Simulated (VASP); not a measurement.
# Si2Ni (Fm-3m) in VASP: vibrations by perturbation theory with PBE

Aim: the vibrations by perturbation theory of Si2Ni with PBE.

Program: VASP 6.6.1. These are calculated values, not measurements. Logs are shortened: lines on timing, memory, paths and dates and some standing lists are left out, and cuts for length are marked.

### 1 The cell of the first run

It takes space group Fm-3m (No. 225, cubic). The conventional cell has a = 5.447 Å, b = 5.447 Å, c = 5.447 Å, α = 90.00°, β = 90.00°, γ = 90.00°. Si (site symmetry -43m) has 4 Ni at 2.36 Å and 6 Si at 2.72 Å within 3.1 Å. Within 3.1 Å of Ni (site symmetry m-3m) lie 8 Si at 2.36 Å.

### 2 Vibrations by perturbation theory, PBE

INCAR reads:

```
SYSTEM = Si2Ni
PREC = Accurate ; ENCUT = 520
EDIFF = 1E-8 ; ISMEAR = -1
SIGMA = 0.15 ; LREAL = .False.
LASPH = .True. ; NELM = 100
ALGO = Normal ; ISIF = 2
LWAVE = .False. ; LCHARG = .False.
GGA = PE ; IBRION = 8
NSW = 1
```

KPOINTS reads:

```
regular mesh
0
Gamma
  16 16 16
  0 0 0
```

POSCAR reads:

```
Si2Ni
1.0
    0.0000000000      2.7234320847      2.7234320847
    2.7234320847      0.0000000000      2.7234320847
    2.7234320847      2.7234320847      0.0000000000
Si Ni
2 1
Direct
    0.2500000000      0.2500000000      0.2500000000
    0.7500000000      0.7500000000      0.7500000000
    0.0000000000      0.0000000000      0.0000000000
```

Potentials or basis: VASP PAW PBE potentials, release 64 (Si, Ni).

The run is started by

```console
> cat potpaw_PBE.64/Si/POTCAR potpaw_PBE.64/Ni/POTCAR > POTCAR
> mpirun -np 1 vasp_std > vasp.out
```

OUTCAR:

```text
SYSTEM = Si2Ni
   PREC = Accurate
   ENCUT = 520
   EDIFF = 1E-8
   ISMEAR = -1
   LREAL = .False.
   LASPH = .True.
   NELM = 100
   ISIF = 2
   GGA = PE
   IBRION = 8
   NSW = 1

 ion  position               nearest neighbor table
   1  0.250  0.250  0.250-   3 2.36   3 2.36   3 2.36   3 2.36   2 2.72   2 2.72   2 2.72   2 2.72
                             2 2.72   2 2.72
   2  0.750  0.750  0.750-   3 2.36   3 2.36   3 2.36   3 2.36   1 2.72   1 2.72   1 2.72   1 2.72
                             1 2.72   1 2.72
   3  0.000  0.000  0.000-   2 2.36   2 2.36   2 2.36   1 2.36   2 2.36   1 2.36   1 2.36   1 2.36

  LATTYP: Found a face centered cubic cell.
 ALAT       =     5.4468641694

  Lattice vectors:

 A1 = (   0.0000000000,   2.7234320847,   2.7234320847)
 A2 = (   2.7234320847,   0.0000000000,   2.7234320847)
 A3 = (   2.7234320847,   2.7234320847,   0.0000000000)

Analysis of symmetry for initial positions (statically):
=====================================================================
 Subroutine PRICEL returns:
 Original cell was already a primitive cell.

 Routine SETGRP: Setting up the symmetry group for a
 face centered cubic supercell.

 Subroutine GETGRP returns: Found 48 space group operations
 (whereof 48 operations were pure point group operations)
 out of a pool of 48 trial point group operations.

The static configuration has the point symmetry O_h .

Analysis of symmetry for dynamics (positions and initial velocities):
=====================================================================
 Subroutine PRICEL returns:
 Original cell was already a primitive cell.

 Routine SETGRP: Setting up the symmetry group for a
 face centered cubic supercell.

 Subroutine GETGRP returns: Found 48 space group operations
 (whereof 48 operations were pure point group operations)
 out of a pool of 48 trial point group operations.

The dynamic configuration has the point symmetry O_h .

 Subroutine INISYM returns: Found 48 space group operations
 (whereof 48 operations are pure point group operations),
 and found     1 'primitive' translations

----------------------------------------------------------------------------------------

                                     Primitive cell

  volume of cell :      40.3998

  direct lattice vectors                    reciprocal lattice vectors
     0.000000000  2.723432085  2.723432085    -0.183591874  0.183591874  0.183591874
     2.723432085  0.000000000  2.723432085     0.183591874 -0.183591874  0.183591874
     2.723432085  2.723432085  0.000000000     0.183591874  0.183591874 -0.183591874

  length of vectors
     3.851514590  3.851514590  3.851514590     0.317990454  0.317990454  0.317990454

  position of ions in fractional coordinates (direct lattice)
     0.250000000  0.250000000  0.250000000
     0.750000000  0.750000000  0.750000000
     0.000000000  0.000000000  0.000000000

  ion indices of the primitive-cell ions
   primitive index   ion index
                 1           1
                 2           2
                 3           3

----------------------------------------------------------------------------------------

 KPOINTS: regular mesh

Automatic generation of k-mesh.
 Grid dimensions read from file:
 generate k-points for:   16   16   16

 Generating k-lattice:

[... 92 lines left out ...]
 non-spin polarized calculation
  energy-cutoff  :      520.00
  volume of cell :       40.40
 maximum number of plane-waves:      1106
 NGX is ok and might be reduce to    30
   NGX = 15   NGY = 15   NGZ = 15

--------------------------------------- Ionic step        1  -------------------------------------------

 number of electron      17.9999991 magnetization

 Free energy of the ion-electron system (eV)
  ---------------------------------------------------
  ext. energy  EPLUGINS =         0.00000000
  ---------------------------------------------------
  free energy    TOTEN  =       -17.40202404 eV

  energy without entropy =      -17.33612047  energy(sigma->0) =      -17.36907225

 E-fermi :  10.0731     XC(G=0): -11.4839

 val. band max:       10.0710828518   @ k =   0.5000   0.3750   0.0625
 cond. band min:      10.0878641034   @ k =   0.3125   0.1250   0.0625
 fundamental gap:      0.0167812516
 Fermi energy:        10.0730954647

 k-point     1 :       0.0000    0.0000    0.0000
  band No.  band energies     occupation
      1      -3.5169      2.00000
      2       5.0625      2.00000
      3       5.0625      2.00000
      4       5.0625      2.00000
      5       6.7291      2.00000
      6       6.7291      2.00000
      7       9.6463      1.89017
      8      11.7888      0.00002
      9      11.7888      0.00002
     10      11.7888      0.00002
     11      12.4420      0.00000
     12      12.4420      0.00000
     13      12.4420      0.00000
[... 354 lines left out ...]
  band No.  band energies     occupation
      1      -3.3652      2.00000
      2       4.7638      2.00000
      3       5.0702      2.00000
      4       5.1295      2.00000
      5       6.6716      2.00000
      6       6.7299      2.00000
      7       9.5185      1.95163
      8      10.4094      0.19210
      9      11.0263      0.00347
     10      11.8390      0.00002
     11      12.2676      0.00000
     12      13.4049      0.00000
     13      13.9458      0.00000

 [... further k-points ...]
[... 5 lines left out ...]
  --------------------------------------------------------------------------------------
  -------------------------------------------------------------------------------------
  Total       -0.0003266     -0.0003266     -0.0003266     -0.0000000     -0.0000000      0.0000000
  in kB       -0.0129519     -0.0129519     -0.0129519     -0.0000000     -0.0000000      0.0000000
  external PRESSURE =      -0.0129519 kB  Pullay stress =       0.0000000 kB

 VOLUME and BASIS-vectors are now :
 -----------------------------------------------------------------------------
  energy-cutoff  :      520.00
  volume of cell :       40.40
      direct lattice vectors                 reciprocal lattice vectors
     0.000000000  2.723432085  2.723432085    -0.183591874  0.183591874  0.183591874
     2.723432085  0.000000000  2.723432085     0.183591874 -0.183591874  0.183591874
     2.723432085  2.723432085  0.000000000     0.183591874  0.183591874 -0.183591874

 POSITION                                       TOTAL-FORCE (eV/Angst)
 -----------------------------------------------------------------------------------
      1.36172      1.36172      1.36172        -0.000000     -0.000000     -0.000000
      4.08515      4.08515      4.08515         0.000000      0.000000      0.000000
      0.00000      0.00000      0.00000        -0.000000      0.000000     -0.000000
 -----------------------------------------------------------------------------------
    total drift:                                0.000000     -0.000000     -0.000000

  FREE ENERGIE OF THE ION-ELECTRON SYSTEM (eV)
  ---------------------------------------------------
  free  energy   TOTEN  =       -17.4020240353 eV

  energy  without entropy=      -17.3361204733  energy(sigma->0) =      -17.36907225

[... ionic steps 2 to 9 ...]

--------------------------------------- Ionic step       10  -------------------------------------------

 Free energy of the ion-electron system (eV)
  ---------------------------------------------------
  ---------------------------------------------------
  free energy    TOTEN  =        -0.18769629 eV

  energy without entropy =       -0.18769630

------------------------ aborting loop because EDIFF is reached ----------------------------------------

 INTERNAL STRAIN TENSOR  FOR ION    3  DIRECTION 1   (eV/Angst):
 -----------------------------------------------------------------------------
    -0.00434  0.00000 -0.00000
    -0.00000  0.01768  0.00000
     0.00000  0.00000  0.01768

 INTERNAL STRAIN TENSOR FOR ION    3 for displacements in x,y,z  (eV/Angst):
          X           Y           Z          XY          YZ          ZX
  --------------------------------------------------------------------------------
  x     0.00000     0.00000     0.00000     0.00000     0.00000     0.00000
  y     0.00000     0.00000     0.00000     0.00000     0.00000     0.00000
  z     0.00000     0.00000     0.00000     0.00000     0.00000     0.00000

 SECOND DERIVATIVES (NOT SYMMETRIZED)
 ------------------------------------
               1X          1Y          1Z          2X          2Y          2Z          3X          3Y          3Z
  1X    -7.321718    0.000000    0.000000    2.701647    0.000000    0.000000    4.620071    0.000000    0.000000
  1Y     0.000000   -7.321718    0.000000    0.000000    2.701647    0.000000    0.000000    4.620071    0.000000
  1Z     0.000000    0.000000   -7.321718    0.000000    0.000000    2.701647    0.000000    0.000000    4.620071
  2X     2.701647    0.000000    0.000000   -7.321718    0.000000    0.000000    4.620071    0.000000    0.000000
  2Y     0.000000    2.701647    0.000000    0.000000   -7.321718    0.000000    0.000000    4.620071    0.000000
  2Z     0.000000    0.000000    2.701647    0.000000    0.000000   -7.321718    0.000000    0.000000    4.620071
  3X     4.604603    0.000000    0.000000    4.604603    0.000000    0.000000   -9.209207    0.000000    0.000000
  3Y     0.000000    4.604603    0.000000    0.000000    4.604603    0.000000    0.000000   -9.209207    0.000000
  3Z     0.000000    0.000000    4.604603    0.000000    0.000000    4.604603    0.000000    0.000000   -9.209207

 Eigenvectors and eigenvalues of the dynamical matrix
 ----------------------------------------------------

   1 f  =    9.339428 THz    58.681356 2PiTHz  311.529779 cm-1    38.624753 meV
             X         Y         Z           dx          dy          dz
      1.361716  1.361716  1.361716    -0.000637    0.046734   -0.705560
      4.085148  4.085148  4.085148     0.000637   -0.046734    0.705560
      0.000000  0.000000  0.000000     0.000000    0.000000    0.000000
[... 43 lines left out ...]
   9 f/i=    0.007429 THz     0.046676 2PiTHz    0.247794 cm-1     0.030723 meV
             X         Y         Z           dx          dy          dz
      1.361716  1.361716  1.361716    -0.473019   -0.142487   -0.006831
      4.085148  4.085148  4.085148    -0.473019   -0.142487   -0.006831
      0.000000  0.000000  0.000000    -0.684939   -0.206323   -0.009891

--------------------------------------------------------------------------------------------------------

 ELASTIC MODULI CONTR FROM IONIC RELAXATION (kBar)
 Direction    XX          YY          ZZ          XY          YZ          ZX
 --------------------------------------------------------------------------------
 XX           0.0000      0.0000      0.0000      0.0000      0.0000      0.0000
 YY           0.0000      0.0000      0.0000      0.0000      0.0000      0.0000
 ZZ           0.0000      0.0000      0.0000      0.0000      0.0000      0.0000
 XY           0.0000      0.0000      0.0000   -369.7743     -0.0000     -0.0000
 YZ           0.0000      0.0000      0.0000     -0.0000   -369.7743      0.0000
 ZX           0.0000      0.0000      0.0000     -0.0000      0.0000   -369.7743
 --------------------------------------------------------------------------------
```

Wall time 6.4 min (1 thread of Intel Xeon 6975P-C (Granite Rapids), shared host); peak memory 0.76 GiB.

Results:

- Highest phonon frequency at Γ: 312 cm⁻¹

Phonon frequencies in cm⁻¹ (negative: imaginary):
```tsv
q point	frequencies
(0.000, 0.000, 0.000)	0 0 0 296 296 296 312 312 312
```

Spin polarisation is off, so any magnetic state and its effect on volume and gap are missing.
